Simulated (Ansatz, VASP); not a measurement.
## SiO2 in VASP and in Ansatz

The input INCAR:

```
ALGO = Normal ; EDIFF = 1E-6
ENCUT = 520 ; GGA = PS
ISIF = 2 ; ISMEAR = -1
LASPH = T ; LCHARG = F
LREAL = F ; LWAVE = F
NBANDS = 25 ; NELM = 100
PREC = Accurate ; SIGMA = 0.05
```

The input KPOINTS:

```
k-points
0
Gamma
  6 6 10
```

Contents of POSCAR:

```
SiO2
1.0
    4.2331690000      0.0000000000      0.0000000000
    0.0000000000      4.2331690000      0.0000000000
    0.0000000000      0.0000000000      2.6934950000
Si O
2 4
Direct
    0.0000000000      0.0000000000      0.0000000000
    0.5000000000      0.5000000000      0.5000000000
    0.8068390000      0.1931610000      0.5000000000
    0.3068390000      0.3068390000      0.0000000000
    0.1931610000      0.8068390000      0.5000000000
    0.6931610000      0.6931610000      0.0000000000
```

Contents of input.yaml:

```yaml
crystal:
  lattice:
    - [4.233169, 0.0, 0.0]
    - [0.0, 4.233169, 0.0]
    - [0.0, 0.0, 2.693495]
  atoms:
    - { symbol: Si, position: [0.0, 0.0, 0.0] }
    - { symbol: Si, position: [0.5, 0.5, 0.5] }
    - { symbol: O, position: [0.806839, 0.193161, 0.5] }
    - { symbol: O, position: [0.306839, 0.306839, 0.0] }
    - { symbol: O, position: [0.193161, 0.806839, 0.5] }
    - { symbol: O, position: [0.693161, 0.693161, 0.0] }
kpoints:
  mp_grid: { grid: [6, 6, 10] }
scf:
  occupations: { method: fermi_dirac, width: 0.05 }
hamiltonian:
  xc: pbesol
  pseudopotentials: { kind: all_electron, lapw: { basis_error: 0.001 } }
output:
  forces: true
  stress: true
  eigenvalues: true
  populations: true
```

Alike in both runs: task single point; functional PBEsol; k mesh 6 × 6 × 10; occupations fermi-dirac, width 0.05 eV; no spin polarisation.

|  | VASP | Ansatz |
| --- | --- | --- |
| version | VASP 6.6.1 | Ansatz 0.2.0 |
| potentials or method | VASP PAW PBE potentials, release 64 (Si, O), cutoff 520 eV | all-electron LAPW, scalar-relativistic |

```tsv
	VASP	Ansatz	Ansatz less VASP
gap on the k mesh at the Fermi level (eV)	4.99	5.00	+0.008
least direct gap on the mesh (eV)	4.99	5.00	+0.008
pressure (GPa)	-6.0	-6.7	-0.63
traceless stress, the component that is largest in VASP (GPa)	0.12	-0.48	-0.602
rms of the force components (eV/Å)	0.002	0.021	+0.0197
```

VASP's potentials were made for PBE, not for PBEsol. Atom by atom the forces differ by 0.020 eV/Å (rms over components). Ansatz ran all-electron here, and VASP with PAW potentials.
